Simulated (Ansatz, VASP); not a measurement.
Two plane-wave programs on Al

```
CELL_PARAMETERS angstrom
1.43001 0.82562 7.03740
-1.43001 0.82562 7.03740
0.00000 -1.65124 7.03740
ATOMIC_POSITIONS crystal
Al 0.00000 0.00000 0.00000
Al 0.22258 0.22258 0.22258
Al 0.77742 0.77742 0.77742
```

Alike in both runs: functional PBE; k mesh 18 × 18 × 18; occupations gaussian, width 0.1 eV; no spin polarisation.

Ansatz relaxed the structure, and its values are those at the end. VASP's run is a single point on that final structure, the one shown.

```csv
,VASP,Ansatz
version,VASP 6.6.1,Ansatz 0.2.0
potentials or method,"VASP PAW PBE potentials, release 64 (Al), cutoff 500 eV","scalar-relativistic, plane waves, PAW"
valence electrons in the cell,9,9
```

VASP gave:

| Quantity | Value |
| --- | --- |
| gap on the k mesh at the Fermi level (eV) | none |
| pressure (GPa) | -0.1 |

Question: What did Ansatz give for the same quantities?

Answer: gap on the k mesh at the Fermi level (eV): none; pressure (GPa): 0.0.

A gap of «none» marks a metal or a gap that the smearing closes.
